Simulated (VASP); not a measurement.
# Ge (Fd-3m) in VASP: notebook, part 2 of 2

VASP 6.6.1.

### Step 4. Single point, r2SCAN

POSCAR

```
Ge
1.0
    0.0000000000      2.8289100000      2.8289100000
    2.8289100000      0.0000000000      2.8289100000
    2.8289100000      2.8289100000      0.0000000000
Ge
2
Direct
    0.7500000000      0.7500000000      0.7500000000
    0.5000000000      0.5000000000      0.5000000000
```

INCAR.step1

```
PREC     = Accurate       # precision mode
ENCUT    = 520            # plane-wave cutoff, eV
ISMEAR   = -1             # smearing method
SIGMA    = 0.05           # smearing width, eV
LREAL    = F              # projectors in reciprocal space
LASPH    = T              # aspherical terms in the spheres
NELM     = 100            # most SCF steps
NBANDS   = 21             # bands
GGA      = PE             # functional
ALGO     = Normal         # electronic algorithm
EDIFF    = 1E-4           # SCF threshold, eV
LWAVE    = T              # write WAVECAR
LCHARG   = F              # write CHGCAR
```

INCAR.step2

```
PREC     = Accurate       # precision mode
ENCUT    = 520            # plane-wave cutoff, eV
EDIFF    = 1E-6           # SCF threshold, eV
ISMEAR   = -1             # smearing method
SIGMA    = 0.05           # smearing width, eV
LREAL    = F              # projectors in reciprocal space
LASPH    = T              # aspherical terms in the spheres
NELM     = 100            # most SCF steps
ALGO     = Normal         # electronic algorithm
ISIF     = 2              # what is computed and relaxed
LWAVE    = F              # write WAVECAR
LCHARG   = F              # write CHGCAR
METAGGA  = R2SCAN         # meta-GGA
LMIXTAU  = T            
NBANDS   = 21             # bands
ISTART   = 1
```

KPOINTS

```
Automatic mesh
0
Gamma
  5 5 5
```

Potentials or basis: VASP PAW PBE potentials, release 64 (Ge_d).

The run is started by

```bash
> cat potpaw_PBE.64/Ge_d/POTCAR > POTCAR
> cp INCAR.step1 INCAR
> mpirun -np 1 vasp_std > vasp.out
> cp INCAR.step2 INCAR
> mpirun -np 1 vasp_std > vasp.out
```

OUTCAR:

```text
PREC = Accurate
   ENCUT = 520
   EDIFF = 1E-6
   ISMEAR = -1
   LREAL = F
   LASPH = T
   NELM = 100
   ISIF = 2
   METAGGA = R2SCAN
   ISTART = 1

 ion  position               nearest neighbor table
   1  0.750  0.750  0.750-   2 2.45   2 2.45   2 2.45   2 2.45
   2  0.500  0.500  0.500-   1 2.45   1 2.45   1 2.45   1 2.45

  LATTYP: Found a face centered cubic cell.
 ALAT       =     5.6578200000

  Lattice vectors:

 A1 = (   0.0000000000,   2.8289100000,   2.8289100000)
 A2 = (   2.8289100000,   0.0000000000,   2.8289100000)
 A3 = (   2.8289100000,   2.8289100000,   0.0000000000)

Analysis of symmetry for initial positions (statically):
=====================================================================
 Subroutine PRICEL returns:
 Original cell was already a primitive cell.

 Routine SETGRP: Setting up the symmetry group for a
 face centered cubic supercell.

 Subroutine GETGRP returns: Found 48 space group operations
 (whereof 24 operations were pure point group operations)
 out of a pool of 48 trial point group operations.

The static configuration has the point symmetry T_d .
[... 144 lines left out ...]
  free energy    TOTEN  =       -27.65077778 eV

  energy without entropy =      -27.65043075  energy(sigma->0) =      -27.65060427

 E-fermi :   5.0341     XC(G=0): -10.8089

 val. band max:        4.8173197016   @ k =   0.0000   0.0000   0.0000
 cond. band min:       5.2244348912   @ k =   0.0000   0.0000   0.0000
 fundamental gap:      0.4071151897
 Fermi energy:         5.0341212201

 k-point     1 :       0.0000    0.0000    0.0000
  band No.  band energies     occupation
      1     -20.6745      2.00000
      2     -20.6745      2.00000
      3     -20.6745      2.00000
      4     -20.6354      2.00000
      5     -20.6354      2.00000
      6     -20.4177      2.00000
[... 229 lines left out ...]
     20      15.9004      0.00000
     21      18.8062      0.00000

------------------------ aborting loop because EDIFF is reached ----------------------------------------

  FORCE on cell =-STRESS in cart. coord.  units (eV):
  Direction    XX          YY          ZZ          XY          YZ          ZX
  --------------------------------------------------------------------------------------
  -------------------------------------------------------------------------------------
  Total        0.1753288      0.1753288      0.1753288      0.0000000      0.0000000     -0.0000000
  in kB        6.2040677      6.2040677      6.2040677      0.0000000      0.0000000     -0.0000000
  external PRESSURE =       6.2040677 kB  Pullay stress =       0.0000000 kB

 VOLUME and BASIS-vectors are now :
 -----------------------------------------------------------------------------
  energy-cutoff  :      520.00
  volume of cell :       45.28
      direct lattice vectors                 reciprocal lattice vectors
     0.000000000  2.828910000  2.828910000    -0.176746521  0.176746521  0.176746521
     2.828910000  0.000000000  2.828910000     0.176746521 -0.176746521  0.176746521
     2.828910000  2.828910000  0.000000000     0.176746521  0.176746521 -0.176746521

 POSITION                                       TOTAL-FORCE (eV/Angst)
 -----------------------------------------------------------------------------------
      4.24336      4.24336      4.24336         0.000000      0.000000      0.000000
      2.82891      2.82891      2.82891        -0.000000     -0.000000     -0.000000
 -----------------------------------------------------------------------------------
    total drift:                                0.000000     -0.000000     -0.000000

  FREE ENERGIE OF THE ION-ELECTRON SYSTEM (eV)
  ---------------------------------------------------
  free  energy   TOTEN  =       -27.6507777838 eV

  energy  without entropy=      -27.6504307521  energy(sigma->0) =      -27.65060427
```

It took 31 s on 1 thread of Intel Xeon Platinum 8488C (Sapphire Rapids), shared host; peak memory 0.17 GiB.

What came out:

| Item | Value |
| --- | --- |
| Free energy | -27.6508 eV |
| Pressure | 0.6 GPa |
| Band gap on the k mesh | 0.41 eV, direct |

Caveat: the PAW data sets were made with another functional, which shifts forces and pressure a little.

### Step 5. Single point, PBE

INCAR

```
ALGO = Normal ; EDIFF = 1E-7
ENCUT = 520 ; GGA = PE
ISIF = 2 ; ISMEAR = -1
LASPH = True ; LCHARG = True
LELF = True ; LREAL = False
LVHAR = True ; LWAVE = False
NBANDS = 21 ; NELM = 100
PREC = Accurate ; SIGMA = 0.03
```

KPOINTS

```
k-points
0
Gamma
  3 3 3
```

POSCAR is that of step 4.

The run is started by

```bash
> cat potpaw_PBE.64/Ge_d/POTCAR > POTCAR
> mpirun -np 1 vasp_std > vasp.out
```

It took 5 s on 1 thread of Intel Xeon 6975P-C (Granite Rapids), shared host; peak memory 0.15 GiB.

Results (log left out):

```
Free energy            : -8.2401 eV
Pressure               : 5.6 GPa
Band gap on the k mesh : 0.05 eV, direct
```

Levels at points of the mesh, in eV from the valence-band top:
| k point | band 11 | band 12 | band 13 | band 14 | band 15 | band 16 | band 17 | band 18 |
| --- | --- | --- | --- | --- | --- | --- | --- | --- |
| (0.00, 0.00, 0.00) | -12.78 | 0.00 | 0.00 | 0.00 | 0.05 | 2.51 | 2.51 | 2.51 |

Caveat: the k points lie up to 0.64 Å⁻¹ apart.

### Step 6. Single point, LDA

This run uses another cell than the first one, of 22.22 Å³/atom, 0.981 times its volume.

INCAR

```
SYSTEM = Ge
PREC = Accurate ; ENCUT = 520
EDIFF = 1E-7 ; ISMEAR = -1
SIGMA = 0.05 ; LREAL = .False.
LASPH = .True. ; NELM = 80
ALGO = Normal ; ISIF = 2
LWAVE = .False. ; LCHARG = .True.
GGA = CA ; LELF = .True.
LVHAR = .True. ; NBANDS = 21
```

KPOINTS

```
Automatic mesh
0
Gamma
  8 8 8
  0 0 0
```

POSCAR

```
Ge
1.0
    0.0000000000      2.8112514306      2.8112514306
    2.8112514306      0.0000000000      2.8112514306
    2.8112514306      2.8112514306      0.0000000000
Ge
2
Direct
    0.7500000000      0.7500000000      0.7500000000
    0.5000000000      0.5000000000      0.5000000000
```

Potentials or basis: VASP PAW LDA potentials, release 64 (Ge_d).

The run is started by

```bash
> cat potpaw_LDA.64/Ge_d/POTCAR > POTCAR
> mpirun -np 1 vasp_std > vasp.out
```

It took 12 s on 1 thread of Intel Xeon 6975P-C (Granite Rapids), shared host; peak memory 0.14 GiB.

Results (log left out):

- Free energy: -10.3807 eV
- Pressure: 0.2 GPa
- Band gap on the k mesh: 0.03 eV, direct

Levels at points of the mesh, in eV from the valence-band top:
```tsv
k point	band 12	band 13	band 14	band 15	band 16	band 17
(0.00, 0.00, 0.00)	0.00	0.00	0.00	0.03	2.53	2.53
(0.50, 0.00, 0.00)	-7.72	-1.43	-1.43	0.12	3.73	3.73
(0.50, 0.50, 0.00)	-9.00	-3.14	-3.14	0.64	0.64	9.56
```

### Step 7. The runs side by side

```csv
level,potentials or basis,cell,k mesh,smearing,gap on the mesh (eV),pressure (GPa)
revPBE,"VASP PAW PBE potentials, release 64 (Ge_d)","a = 4.001 Å, angles 60.0°, 2 atoms",5 × 5 × 5,fermi-dirac 0.05 eV,0.12,4.9
BLYP,"VASP PAW PBE potentials, release 64 (Ge_d)","a = 4.001 Å, angles 60.0°, 2 atoms",5 × 5 × 5,fermi-dirac 0.05 eV,none,7.8
r2SCAN,"VASP PAW PBE potentials, release 64 (Ge_d)","a = 4.001 Å, angles 60.0°, 2 atoms",5 × 5 × 5,fermi-dirac 0.05 eV,0.41,0.6
PBE,"VASP PAW PBE potentials, release 64 (Ge_d)","a = 4.001 Å, angles 60.0°, 2 atoms",3 × 3 × 3,fermi-dirac 0.03 eV,0.05,5.6
LDA,"VASP PAW LDA potentials, release 64 (Ge_d)","a = 3.976 Å, angles 60.0°, 2 atoms",8 × 8 × 8,fermi-dirac 0.05 eV,0.03,0.2
```

Alike in all rows: task single point; no spin polarisation; cutoff (eV) 520.

Caveats: some runs use coarse meshes; the PAW data sets were made with another functional, which shifts forces and pressure a little (some runs).

Total energies depend on the potentials used, so only differences within one code and one set of settings carry meaning.

### Step 8. Against experiment

Step 4. A measured gap of Ge is 0.807 eV (direct; 300 K; “Electronic and optical properties of SixGe1-x-ySny alloys lattice-matched to Ge”, 2021, arxiv:2109.02782); the calculated 0.41 eV misses it by -0.40 eV. 3 values of this kind are on record (0.666 to 0.807 eV); this one was drawn at random among those near their median. Spin-orbit coupling on Ge is left out. The value is that of r2SCAN on a finite k mesh, which can miss the band edges, without temperature or zero-point motion.

Step 6. A measured gap of Ge is 0.744 eV (indirect; 0 K; “Temperature-dependent photoluminescence in Ge: experiment and theory”, 2020, arxiv:2003.00143); the calculated 0.03 eV misses it by -0.72 eV. 3 values of this kind are on record (0.666 to 0.807 eV); this one was drawn at random among those near their median. Spin-orbit coupling on Ge is left out. The value is that of LDA on a finite k mesh, which can miss the band edges, without temperature or zero-point motion. Semilocal functionals fall short of measured gaps as a rule.
